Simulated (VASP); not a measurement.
Set up this calculation in VASP 6.6.1, as the native input.

- Task: single point
- Functional: PBEsol
- Potentials or basis: VASP PAW PBE potentials, release 64 (Rb_sv, Br)
- Cutoff: 520 eV
- k mesh: 6 × 6 × 6
- Occupations: gaussian, width 0.05 eV
- Spin: no spin polarisation
- Dipole correction: no
- Further INCAR settings: ALGO = Normal; EDIFF = 1e-06; NBANDS = 15

The structure of RbBr lies in POSCAR:

```
RbBr
1.0
    4.2329756082      0.0000000000      0.0000000000
    0.0000000000      4.2329756082      0.0000000000
    0.0000000000      0.0000000000      4.0701688540
Rb Br
1 1
Direct
   -0.0198457406      0.0000000000      0.0000000000
    0.5212276205      0.5000000000      0.5000000000
```

The input as run:

INCAR

```
SYSTEM = RbBr
PREC     = Accurate       ! precision mode
ENCUT    = 520            ! plane-wave cutoff, eV
EDIFF    = 1E-6           ! SCF threshold, eV
ISMEAR   = 0              ! smearing method
SIGMA    = 0.05           ! smearing width, eV
LREAL    = .False.        ! projectors in reciprocal space
LASPH    = .True.         ! aspherical terms in the spheres
NELM     = 80             ! most SCF steps
ALGO     = Normal         ! electronic algorithm
ISIF     = 2              ! what is computed and relaxed
LWAVE    = .False.        ! write WAVECAR
LCHARG   = .True.         ! write CHGCAR
GGA      = PS             ! functional
LELF     = .True.         ! ELF
LVHAR    = .True.       
NBANDS   = 15             ! bands
```

KPOINTS

```
regular mesh
0
Gamma
  6 6 6
  0 0 0
```

Potentials or basis: VASP PAW PBE potentials, release 64 (Rb_sv, Br).

Command:

```sh
$ cat potpaw_PBE.64/Rb_sv/POTCAR potpaw_PBE.64/Br/POTCAR > POTCAR
$ mpirun -np 1 vasp_std > vasp.out
```

It gave:

- Pressure: -0.9 GPa
- Largest force: 0.087 eV/Å
- Band gap on the k mesh: 3.68 eV, indirect (least direct gap 3.81 eV)

Caveat: the PAW data sets were made with another functional, which shifts forces and pressure a little.

Run time: 17 s on 1 thread of Intel(R) Xeon(R) 6975P-C (Granite Rapids), with other jobs on the host, peak memory 0.22 GiB.
